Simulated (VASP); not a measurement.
# CsPbBr3 (Pm-3m) in VASP: further runs

Runs on CsPbBr3. Level: r2SCAN. Tasks: single point, relaxation of cell and atoms.

Everything below comes from runs of VASP 6.6.1. Logs are shortened: lines on timing, memory, paths and dates and some standing lists are left out, and cuts for length are marked.

## (1) The cell of the first run

The structure is cubic, space group Pm-3m (No. 221). The conventional cell has a = 5.804 Å, b = 5.804 Å, c = 5.804 Å, α = 90.00°, β = 90.00°, γ = 90.00°. Within 5.4 Å of Cs (site symmetry m-3m) lie 12 Br at 4.10 Å and 8 Pb at 5.03 Å. Within 3.8 Å of Pb (site symmetry m-3m) lie 6 Br at 2.90 Å. Within 3.8 Å of Br (site symmetry 4/mmm) lie 2 Pb at 2.90 Å.

## (2) Single point, r2SCAN

Input file POSCAR:

```
CsPbBr3
1.0
    5.8037141275      0.0000000000      0.0000000000
    0.0000000000      5.8037141275      0.0000000000
    0.0000000000      0.0000000000      5.8037141275
Cs Pb Br
1 1 3
Direct
    0.0000000000      0.0000000000      0.0000000000
    0.5000000000      0.5000000000      0.5000000000
    0.0000000000      0.5000000000      0.5000000000
    0.5000000000      0.0000000000      0.5000000000
    0.5000000000      0.5000000000      0.0000000000
```

Input file INCAR.step1:

```
SYSTEM = CsPbBr3
PREC     = Accurate       ! precision mode
ENCUT    = 520            ! plane-wave cutoff, eV
ISMEAR   = 0              ! smearing method
SIGMA    = 0.01           ! smearing width, eV
LREAL    = .FALSE.        ! projectors in reciprocal space
LASPH    = .TRUE.         ! aspherical terms in the spheres
NELM     = 100            ! most SCF steps
NBANDS   = 30             ! bands
GGA      = PE             ! functional
ALGO     = Normal         ! electronic algorithm
EDIFF    = 1E-4           ! SCF threshold, eV
LWAVE    = .TRUE.         ! write WAVECAR
LCHARG   = .FALSE.        ! write CHGCAR
```

Input file INCAR.step2:

```
SYSTEM = CsPbBr3
PREC     = Accurate       ! precision mode
ENCUT    = 520            ! plane-wave cutoff, eV
EDIFF    = 1E-7           ! SCF threshold, eV
ISMEAR   = 0              ! smearing method
SIGMA    = 0.01           ! smearing width, eV
LREAL    = .FALSE.        ! projectors in reciprocal space
LASPH    = .TRUE.         ! aspherical terms in the spheres
NELM     = 100            ! most SCF steps
ALGO     = Normal         ! electronic algorithm
ISIF     = 2              ! what is computed and relaxed
LWAVE    = .FALSE.        ! write WAVECAR
LCHARG   = .FALSE.        ! write CHGCAR
METAGGA  = R2SCAN         ! meta-GGA
LMIXTAU  = .TRUE.       
NBANDS   = 30             ! bands
ISTART   = 1
```

Input file KPOINTS:

```
Automatic mesh
0
G
  6 6 6
  0 0 0
```

Potentials or basis: VASP PAW PBE potentials, release 64 (Cs_sv, Pb_d, Br).

Command:

```console
$ cat potpaw_PBE.64/Cs_sv/POTCAR potpaw_PBE.64/Pb_d/POTCAR potpaw_PBE.64/Br/POTCAR > POTCAR
$ cp INCAR.step1 INCAR
$ mpirun -np 1 vasp_std > vasp.out
$ cp INCAR.step2 INCAR
$ mpirun -np 1 vasp_std > vasp.out
```

OUTCAR:

```text
SYSTEM = CsPbBr3
   PREC = Accurate
   ENCUT = 520
   EDIFF = 1E-7
   ISMEAR = 0
   LREAL = .FALSE.
   LASPH = .TRUE.
   NELM = 100
   ISIF = 2
   METAGGA = R2SCAN
   ISTART = 1

 ion  position               nearest neighbor table
   1  0.000  0.000  0.000-
   2  0.500  0.500  0.500-   3 2.90   4 2.90   5 2.90   5 2.90   4 2.90   3 2.90
   3  0.000  0.500  0.500-   2 2.90   2 2.90
   4  0.500  0.000  0.500-   2 2.90   2 2.90
   5  0.500  0.500  0.000-   2 2.90   2 2.90

  LATTYP: Found a simple cubic cell.
 ALAT       =     5.8037141275

  Lattice vectors:

 A1 = (   5.8037141275,   0.0000000000,   0.0000000000)
 A2 = (   0.0000000000,   5.8037141275,   0.0000000000)
 A3 = (   0.0000000000,   0.0000000000,   5.8037141275)

Analysis of symmetry for initial positions (statically):
=====================================================================
 Subroutine PRICEL returns:
 Original cell was already a primitive cell.

 Routine SETGRP: Setting up the symmetry group for a
 simple cubic supercell.

 Subroutine GETGRP returns: Found 48 space group operations
 (whereof 48 operations were pure point group operations)
 out of a pool of 48 trial point group operations.

The static configuration has the point symmetry O_h .

Analysis of symmetry for dynamics (positions and initial velocities):
=====================================================================
 Subroutine PRICEL returns:
 Original cell was already a primitive cell.

 Routine SETGRP: Setting up the symmetry group for a
 simple cubic supercell.

 Subroutine GETGRP returns: Found 48 space group operations
 (whereof 48 operations were pure point group operations)
 out of a pool of 48 trial point group operations.

The dynamic configuration has the point symmetry O_h .

 Subroutine INISYM returns: Found 48 space group operations
 (whereof 48 operations are pure point group operations),
 and found     1 'primitive' translations

----------------------------------------------------------------------------------------

                                     Primitive cell

  volume of cell :     195.4871

  direct lattice vectors                    reciprocal lattice vectors
     5.803714128  0.000000000  0.000000000     0.172303456  0.000000000  0.000000000
     0.000000000  5.803714128  0.000000000     0.000000000  0.172303456  0.000000000
     0.000000000  0.000000000  5.803714128     0.000000000  0.000000000  0.172303456

  length of vectors
     5.803714128  5.803714128  5.803714128     0.172303456  0.172303456  0.172303456

  position of ions in fractional coordinates (direct lattice)
     0.000000000  0.000000000  0.000000000
     0.500000000  0.500000000  0.500000000
     0.000000000  0.500000000  0.500000000
     0.500000000  0.000000000  0.500000000
     0.500000000  0.500000000  0.000000000

  ion indices of the primitive-cell ions
   primitive index   ion index
                 1           1
                 2           2
                 3           3
                 4           4
                 5           5

----------------------------------------------------------------------------------------

 KPOINTS: Automatic mesh

Automatic generation of k-mesh.
 Grid dimensions read from file:
 generate k-points for:    6    6    6

 Generating k-lattice:

  Cartesian coordinates                     Fractional coordinates (reciprocal lattice)
     0.028717243  0.000000000  0.000000000     0.166666667  0.000000000  0.000000000
     0.000000000  0.028717243  0.000000000     0.000000000  0.166666667  0.000000000
     0.000000000  0.000000000  0.028717243     0.000000000  0.000000000  0.166666667

  Length of vectors
     0.028717243  0.028717243  0.028717243

  Shift w.r.t. Gamma in fractional coordinates (k-lattice)
     0.000000000  0.000000000  0.000000000

 Subroutine IBZKPT returns following result:
 ===========================================

 Found     20 irreducible k-points:

 Following reciprocal coordinates:
            Coordinates               Weight
  0.000000  0.000000  0.000000      1.000000
  0.166667  0.000000  0.000000      6.000000
  0.333333  0.000000  0.000000      6.000000
  0.500000  0.000000  0.000000      3.000000
  0.166667  0.166667  0.000000     12.000000
  0.333333  0.166667  0.000000     24.000000
[... 12 lines left out ...]
  0.500000  0.500000  0.333333      6.000000
  0.500000  0.500000  0.500000      1.000000
   k-points           NKPTS =     20   k-points in BZ     NKDIM =     20   number of bands    NBANDS=     30
   number of dos      NEDOS =    301   number of ions     NIONS =      5
   total plane-waves  NPLWV = 110592
   dimension x,y,z NGX =    48 NGY =   48 NGZ =   48
   dimension x,y,z NGXF=    96 NGYF=   96 NGZF=   96
   ions per type =               1   1   3
   NGX,Y,Z   is equivalent  to a cutoff of  13.75, 13.75, 13.75 a.u.
   NGXF,Y,Z  is equivalent  to a cutoff of  27.50, 27.50, 27.50 a.u.
 SYSTEM =  CsPbBr3
[... 30 lines left out ...]
  volume/ion in A,a.u.               =      39.10       263.84
  Fermi-wavevector in a.u.,A,eV,Ry     =   0.995833  1.881851 13.492663  0.991683
  Thomas-Fermi vector in A             =   2.127880
   LORBIT       =      0    0 simple, 1 ext, 2 COOP (PROOUT), +10 PAW based schemes
   METAGGA = R2SCAN    functional components
   LHFCALC =     F    Hartree Fock is set to
   AEXX    =    0.0000 exact exchange contribution
   IVDW    =     0    specifies the selected vdW correction
   LEPSILON=     F    determine dielectric tensor
   LRPA    =     F    only Hartree local field effects (RPA)
 non-spin polarized calculation
 Gauss-broadening in eV      SIGMA  =   0.01
  energy-cutoff  :      520.00
  volume of cell :      195.49
 maximum number of plane-waves:      5294
 NGX is ok and might be reduce to    48
   NGX = 21   NGY = 21   NGZ = 21

 number of electron      44.0000013 magnetization

 Free energy of the ion-electron system (eV)
  ---------------------------------------------------
  ext. energy  EPLUGINS =         0.00000000
  ---------------------------------------------------
  free energy    TOTEN  =      -128.40968343 eV

  energy without entropy =     -128.40968343  energy(sigma->0) =     -128.40968343

 E-fermi :   1.5868     XC(G=0):  -8.1972

 val. band max:        1.5230694537   @ k =   0.5000   0.5000   0.5000
 cond. band min:       3.2674148382   @ k =   0.5000   0.5000   0.5000
 fundamental gap:      1.7443453845
 Fermi energy:         1.5867763134

 k-point     1 :       0.0000    0.0000    0.0000
  band No.  band energies     occupation
      1     -20.8051      2.00000
      2     -16.1425      2.00000
      3     -16.1425      2.00000
      4     -15.9211      2.00000
      5     -15.9211      2.00000
      6     -15.9211      2.00000
[... 22 lines left out ...]
     29       8.0694      0.00000
     30       8.0694      0.00000

 k-point     2 :       0.1667    0.0000    0.0000
  band No.  band energies     occupation
      1     -20.8047      2.00000
      2     -16.1425      2.00000
      3     -16.1212      2.00000
      4     -15.9214      2.00000
      5     -15.9214      2.00000
      6     -15.9211      2.00000
[... 22 lines left out ...]
     29       7.1046      0.00000
     30       7.9752      0.00000

 k-point     3 :       0.3333    0.0000    0.0000
  band No.  band energies     occupation
      1     -20.8040      2.00000
      2     -16.1424      2.00000
      3     -16.0774      2.00000
      4     -15.9221      2.00000
      5     -15.9221      2.00000
      6     -15.9211      2.00000
[... 22 lines left out ...]
     29       7.1125      0.00000
     30       8.0354      0.00000

 k-point     4 :       0.5000    0.0000    0.0000
  band No.  band energies     occupation
      1     -20.8036      2.00000
      2     -16.1423      2.00000
      3     -16.0551      2.00000
      4     -15.9225      2.00000
      5     -15.9225      2.00000
      6     -15.9211      2.00000
[... 484 lines left out ...]
     29       7.2670      0.00000
     30       7.7706      0.00000

 k-point    19 :       0.5000    0.5000    0.3333
  band No.  band energies     occupation
      1     -20.8016      2.00000
      2     -16.0254      2.00000
      3     -15.9984      2.00000
      4     -15.9238      2.00000
      5     -15.9235      2.00000
      6     -15.9235      2.00000
[... 22 lines left out ...]
     29       7.0936      0.00000
     30       7.9513      0.00000

 k-point    20 :       0.5000    0.5000    0.5000
  band No.  band energies     occupation
      1     -20.8014      2.00000
      2     -15.9984      2.00000
      3     -15.9984      2.00000
      4     -15.9238      2.00000
      5     -15.9238      2.00000
      6     -15.9238      2.00000
[... 22 lines left out ...]
     29       6.9551      0.00000
     30       8.2228      0.00000

------------------------ aborting loop because EDIFF is reached ----------------------------------------

  FORCE on cell =-STRESS in cart. coord.  units (eV):
  Direction    XX          YY          ZZ          XY          YZ          ZX
  --------------------------------------------------------------------------------------
  -------------------------------------------------------------------------------------
  Total        2.0796934      2.0796934      2.0796934     -0.0000000     -0.0000000     -0.0000000
  in kB       17.0447984     17.0447984     17.0447984     -0.0000000     -0.0000000     -0.0000000
  external PRESSURE =      17.0447984 kB  Pullay stress =       0.0000000 kB

 VOLUME and BASIS-vectors are now :
 -----------------------------------------------------------------------------
  energy-cutoff  :      520.00
  volume of cell :      195.49
      direct lattice vectors                 reciprocal lattice vectors
     5.803714128  0.000000000  0.000000000     0.172303456  0.000000000  0.000000000
     0.000000000  5.803714128  0.000000000     0.000000000  0.172303456  0.000000000
     0.000000000  0.000000000  5.803714128     0.000000000  0.000000000  0.172303456

 POSITION                                       TOTAL-FORCE (eV/Angst)
 -----------------------------------------------------------------------------------
      0.00000      0.00000      0.00000         0.000000      0.000000      0.000000
      2.90186      2.90186      2.90186         0.000000      0.000000      0.000000
      0.00000      2.90186      2.90186         0.000000      0.000000      0.000000
      2.90186      0.00000      2.90186         0.000000      0.000000      0.000000
      2.90186      2.90186      0.00000         0.000000      0.000000      0.000000
 -----------------------------------------------------------------------------------
    total drift:                                0.000000     -0.000000     -0.000000

  FREE ENERGIE OF THE ION-ELECTRON SYSTEM (eV)
  ---------------------------------------------------
  free  energy   TOTEN  =      -128.4096834324 eV

  energy  without entropy=     -128.4096834324  energy(sigma->0) =     -128.40968343
```

It took 5.2 min on 1 thread of Intel Xeon 6975P-C (Granite Rapids), shared host; peak memory 0.43 GiB.

What came out:

```yaml
Free_energy: -128.4097 eV
Pressure: 1.7 GPa
Band_gap_on_the_k_mesh: 1.74 eV
```

Caveat: the PAW data sets were made with another functional, which shifts forces and pressure a little; spin-orbit coupling is left out, which moves the levels of the heavy elements.

## (3) Single point, r2SCAN

POSCAR is that of step 2.

Input file INCAR.step1:

```
SYSTEM = CsPbBr3
  PREC = Accurate
  ENCUT = 520
  ISMEAR = 0
  SIGMA = 0.02
  LREAL = .False.
  LASPH = .True.
  NELM = 60
  NBANDS = 30
  GGA = PE
  ALGO = Normal
  EDIFF = 1E-4
  LWAVE = .True.
  LCHARG = .False.
```

Input file INCAR.step2:

```
SYSTEM = CsPbBr3
  PREC = Accurate
  ENCUT = 520
  EDIFF = 1E-6
  ISMEAR = 0
  SIGMA = 0.02
  LREAL = .False.
  LASPH = .True.
  NELM = 60
  ALGO = Normal
  ISIF = 2
  LWAVE = .False.
  LCHARG = .False.
  METAGGA = R2SCAN
  LMIXTAU = .True.
  NBANDS = 30
  ISTART = 1
```

Input file KPOINTS:

```
Automatic mesh
0
Gamma
  6 6 6
  0 0 0
```

Potentials or basis: VASP PAW PBE potentials, release 64 (Cs_sv, Pb_d, Br).

Command:

```console
$ cat potpaw_PBE.64/Cs_sv/POTCAR potpaw_PBE.64/Pb_d/POTCAR potpaw_PBE.64/Br/POTCAR > POTCAR
$ cp INCAR.step1 INCAR
$ mpirun -np 1 vasp_std > vasp.out
$ cp INCAR.step2 INCAR
$ mpirun -np 1 vasp_std > vasp.out
```

Wall time 4.1 min (1 thread of Intel Xeon 6975P-C (Granite Rapids), shared host); peak memory 0.43 GiB.

The run converged. Its results:

```
Free energy            : -128.4097 eV
Pressure               : 1.7 GPa
Band gap on the k mesh : 1.74 eV
```

Levels at points of the mesh, in eV from the valence-band top:
```
           k point  band 19  band 20  band 21  band 22  band 23  band 24  band 25  band 26
(0.00, 0.00, 0.00)    -2.63    -2.49    -2.49    -2.49     3.28     4.18     4.18     5.03
(0.50, 0.00, 0.00)    -2.77    -2.61    -2.61    -1.67     2.85     4.74     5.28     5.31
(0.50, 0.50, 0.00)    -2.86    -2.69    -2.11    -0.82     2.33     2.33     5.22     5.47
(0.50, 0.50, 0.50)    -2.09    -2.09    -2.09     0.00     1.74     1.74     1.74     4.84
```

Caveat: the PAW data sets were made with another functional, which shifts forces and pressure a little; spin-orbit coupling is left out, which moves the levels of the heavy elements. r2SCAN opens gaps a little over a GGA but as a rule still falls short of measured ones.

## (4) Relaxation of cell and atoms, r2SCAN, target pressure 1.7 GPa, at which the enthalpy is minimised

This run uses another cell than the first one, of 35.22 Å³/atom.

Edit POSCAR of step 3 so:

```diff
@@ -2,5 +2,5 @@
 1.0
-    5.8037141275      0.0000000000      0.0000000000
-    0.0000000000      5.8037141275      0.0000000000
-    0.0000000000      0.0000000000      5.8037141275
+    5.6050000000      0.0000000000      0.0000000000
+    0.0000000000      5.6050000000      0.0000000000
+    0.0000000000      0.0000000000      5.6050000000
 Cs Pb Br
```

Input file INCAR.step1:

```
SYSTEM = CsPbBr3
PREC = Accurate
ENCUT = 600
ISMEAR = 0
SIGMA = 0.1
LREAL = .False.
LASPH = .True.
NELM = 60
GGA = PE
ALGO = Normal
EDIFF = 1E-4
LWAVE = .True.
LCHARG = .False.
```

Input file INCAR.step2:

```
SYSTEM = CsPbBr3
PREC = Accurate
ENCUT = 600
EDIFF = 1E-6
ISMEAR = 0
SIGMA = 0.1
LREAL = .False.
LASPH = .True.
NELM = 60
ALGO = Normal
ISIF = 3
LWAVE = .False.
LCHARG = .False.
METAGGA = R2SCAN
LMIXTAU = .True.
IBRION = 2
NSW = 80
EDIFFG = -0.05
PSTRESS = 17.0
ISTART = 1
```

Input file KPOINTS:

```
regular mesh
0
Gamma
  4 4 4
  0 0 0
```

Command:

```console
$ cat potpaw_PBE.64/Cs_sv/POTCAR potpaw_PBE.64/Pb_d/POTCAR potpaw_PBE.64/Br/POTCAR > POTCAR
$ cp INCAR.step1 INCAR
$ mpirun -np 1 vasp_std > vasp.out
$ cp INCAR.step2 INCAR
$ mpirun -np 1 vasp_std > vasp.out
```

It took 5.7 min on 1 thread of Intel Xeon 6975P-C (Granite Rapids), shared host; peak memory 0.4 GiB.

Results (log left out):

```
Free energy                                                : -128.3858 eV
Relaxed volume                                             : 39.24 Å³/atom
Relaxed cell                                               : a = 5.811 Å, b = 5.811 Å, c = 5.811 Å, α = 90.00°, β = 90.00°, γ = 90.00°
Space group after relaxing (to 0.1 Å)                      : Pm-3m (No. 221)
Energy change on relaxing (the run minimises the enthalpy) : -88.5 meV/atom
Ionic steps                                                : 3
Pressure after relaxing                                    : 1.7 GPa
Band gap on the k mesh                                     : 1.76 eV
```

Step by step:
| step | energy change (eV) | largest force (eV/Å) | pressure (GPa) | volume (Å³) |
| --- | --- | --- | --- | --- |
| 1 | 0.0000 | 0.0000 | 5.72 | 176.09 |
| 2 | -0.4737 | 0.0000 | 1.23 | 199.57 |
| 3 | -0.4426 | 0.0000 | 1.72 | 196.18 |

Final structure:
```cif
data_structure
_symmetry_space_group_name_H-M 'P 1'
_symmetry_Int_Tables_number 1
_cell_length_a 5.8105
_cell_length_b 5.8105
_cell_length_c 5.8105
_cell_angle_alpha 90.000
_cell_angle_beta 90.000
_cell_angle_gamma 90.000
_cell_volume 196.18
loop_
_atom_site_label
_atom_site_type_symbol
_atom_site_fract_x
_atom_site_fract_y
_atom_site_fract_z
_atom_site_occupancy
Cs1 Cs 0.00000 0.00000 0.00000 1
Pb1 Pb 0.50000 0.50000 0.50000 1
Br1 Br 0.00000 0.50000 0.50000 1
Br2 Br 0.50000 0.00000 0.50000 1
Br3 Br 0.50000 0.50000 0.00000 1
```

Levels at points of the mesh, in eV from the valence-band top:
```tsv
k point	band 19	band 20	band 21	band 22	band 23	band 24	band 25	band 26
(0.00, 0.00, 0.00)	-2.59	-2.45	-2.45	-2.45	3.31	4.21	4.21	5.06
(0.50, 0.00, 0.00)	-2.73	-2.57	-2.57	-1.65	2.86	4.76	5.30	5.34
(0.50, 0.50, 0.00)	-2.82	-2.66	-2.07	-0.81	2.34	2.34	5.22	5.50
(0.50, 0.50, 0.50)	-2.06	-2.06	-2.06	0.00	1.76	1.76	1.76	4.87
```

Caveat: the cell is relaxed towards a set pressure, so the run minimises the enthalpy, not the energy; the PAW data sets were made with another functional, which shifts forces and pressure a little; spin-orbit coupling is left out, which moves the levels of the heavy elements. A k mesh can miss the band edges.

## (5) Summary

| task | cell | k mesh | cutoff (eV) | smearing | gap on the mesh (eV) | pressure (GPa) |
| --- | --- | --- | --- | --- | --- | --- |
| single point | a = 5.804 Å, 5 atoms | 6 × 6 × 6 | 520 | gaussian 0.01 eV | 1.74 | 1.7 |
| single point | a = 5.804 Å, 5 atoms | 6 × 6 × 6 | 520 | gaussian 0.02 eV | 1.74 | 1.7 |
| relaxation of cell and atoms | relaxed to 1.7 GPa from a = 5.605 Å, 5 atoms | 4 × 4 × 4 | 600 | gaussian 0.1 eV | 1.76 | 1.7 |

Alike in all rows: level r2SCAN; potentials or basis VASP PAW PBE potentials, release 64 (Cs_sv, Pb_d, Br); no spin polarisation.

Caveats: the PAW data sets were made with another functional, which shifts forces and pressure a little; spin-orbit coupling is left out, which moves the levels of the heavy elements; the cell is relaxed towards a set pressure, so the run minimises the enthalpy, not the energy (at least some runs).

Total energies depend on the potentials used, so only differences within one code and one set of settings carry meaning.
